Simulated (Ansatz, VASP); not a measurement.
Two plane-wave programs on MgO

File POSCAR:

```
MgO
1.0
    0.0000000000      2.1547216012      2.1547216012
    2.1547216012      0.0000000000      2.1547216012
    2.1547216012      2.1547216012      0.0000000000
Mg O
1 1
Direct
    0.0000000000      0.0000000000      0.0000000000
    0.5000000000      0.5000000000      0.5000000000
```

The input INCAR.step1:

```
SYSTEM = MgO
PREC     = Accurate       ! precision mode
ENCUT    = 520            ! plane-wave cutoff, eV
EDIFF    = 1E-5           ! SCF threshold, eV
ISMEAR   = 0              ! smearing method
SIGMA    = 0.01           ! smearing width, eV
LREAL    = .FALSE.        ! projectors in reciprocal space
LASPH    = .TRUE.         ! aspherical terms in the spheres
NELM     = 60             ! most SCF steps
ALGO     = Normal         ! electronic algorithm
ISIF     = 2              ! what is computed and relaxed
LWAVE    = .TRUE.         ! write WAVECAR
LCHARG   = .FALSE.        ! write CHGCAR
GGA      = PE             ! functional
NBANDS   = 11             ! bands
```

File INCAR.step2:

```
SYSTEM = MgO
PREC     = Accurate       ! precision mode
ENCUT    = 520            ! plane-wave cutoff, eV
EDIFF    = 1E-7           ! SCF threshold, eV
ISMEAR   = 0              ! smearing method
SIGMA    = 0.01           ! smearing width, eV
LREAL    = .FALSE.        ! projectors in reciprocal space
LASPH    = .TRUE.         ! aspherical terms in the spheres
NELM     = 60             ! most SCF steps
ALGO     = Normal         ! electronic algorithm
ISIF     = 2              ! what is computed and relaxed
LWAVE    = .FALSE.        ! write WAVECAR
LCHARG   = .FALSE.        ! write CHGCAR
GGA      = PE             ! functional
LHFCALC  = .TRUE.         ! exact exchange
HFSCREEN = 0.2079         ! screening, 1/A
PRECFOCK = Normal       
ISTART   = 1            
NBANDS   = 11             ! bands
```

Contents of KPOINTS:

```
regular mesh
0
G
  8 8 8
  0 0 0
```

Input for Ansatz:

```yaml
crystal:
  lattice:
    - [0.0, 2.1547216012, 2.1547216012]
    - [2.1547216012, 0.0, 2.1547216012]
    - [2.1547216012, 2.1547216012, 0.0]
  atoms:
    - { symbol: Mg, position: [0.0, 0.0, 0.0] }
    - { symbol: O, position: [0.5, 0.5, 0.5] }
kpoints:
  mp_grid: { grid: [8, 8, 8] }
  band_path:
    path:
      - [0.0, 0.0, 0.0]
      - [0.5, 0.0, 0.5]
      - [0.625, 0.25, 0.625]
      - [0.375, 0.375, 0.75]
      - [0.5, 0.5, 0.5]
      - [0.5, 0.25, 0.75]
    npoints: 1
hamiltonian:
  xc: hse06
scf:
  occupations: { method: fixed }
  n_extra_bands: 4
output:
  forces: true
  stress: true
  eigenvalues: true
```

Change from the starting cell: hydrostatic strain +2.5%.

Alike in both runs: task single point; functional HSE06; k mesh 8 × 8 × 8; no spin polarisation.

|  | VASP | Ansatz |
| --- | --- | --- |
| version | VASP 6.6.1 | Ansatz 0.2.0 |
| potentials or method | VASP PAW PBE potentials, release 64 (Mg, O) | plane waves, PAW |
| plane-wave cutoff (eV) | 520 | 420 |
| occupations | gaussian, width 0.01 eV | fixed |
| valence electrons in the cell | 8 | 16 |

|  | VASP | Ansatz | Ansatz less VASP |
| --- | --- | --- | --- |
| gap on the k mesh at the Fermi level (eV) | 5.73 | 5.78 | +0.046 |
| pressure (GPa) | -11.3 | -10.9 | +0.40 |

VASP's potentials hold 8 valence electrons a cell and Ansatz's 16, so a difference there can come from the potentials and not from the codes. Ansatz's warnings: stress exchange threshold loose, stress scf threshold loose.
